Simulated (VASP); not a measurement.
Set up this calculation in VASP 6.6.1, as the native input.

- Task: single point
- Functional: LDA
- Potentials or basis: VASP PAW LDA potentials, release 64 (Mg, O)
- Cutoff: 600 eV
- k mesh: 10 × 10 × 10
- Occupations: gaussian, width 0.01 eV
- Spin: no spin polarisation
- Dipole correction: no
- Further INCAR settings: ALGO = Normal; EDIFF = 1e-06; NBANDS = 11

The structure of MgO (rock salt) lies in POSCAR:

```
MgO
1.0
    0.0000000000      1.7350611112      1.7350611112
    1.7350611112      0.0000000000      1.7350611112
    1.7350611112      1.7350611112      0.0000000000
Mg O
1 1
Direct
    0.0000000000      0.0000000000      0.0000000000
    0.5000000000      0.5000000000      0.5000000000
```

This cell differs from its parent crystal: volume scaled by 0.56.

The input as run:

INCAR

```
SYSTEM = MgO
PREC = Accurate
ENCUT = 600
EDIFF = 1E-6
ISMEAR = 0
SIGMA = 0.01
LREAL = .FALSE.
LASPH = .TRUE.
NELM = 120
ALGO = Normal
ISIF = 2
LWAVE = .FALSE.
LCHARG = .FALSE.
GGA = CA
NBANDS = 11
GGA_COMPAT = .FALSE.
```

KPOINTS

```
regular mesh
0
G
  10 10 10
  0 0 0
```

Potentials or basis: VASP PAW LDA potentials, release 64 (Mg, O).

Launch:

```console
$ cat potpaw_LDA.64/Mg/POTCAR potpaw_LDA.64/O/POTCAR > POTCAR
$ mpirun -np 1 vasp_std > vasp.out
```

Results of the run:

| Property | Result |
| --- | --- |
| Pressure | 295.4 GPa |
| Band gap on the k mesh | 8.58 eV, indirect (least direct gap 10.91 eV) |

It took 4.2 s on 1 thread of Intel(R) Xeon(R) Platinum 8488C (Sapphire Rapids), with other jobs on the host, peak memory 0.12 GiB.
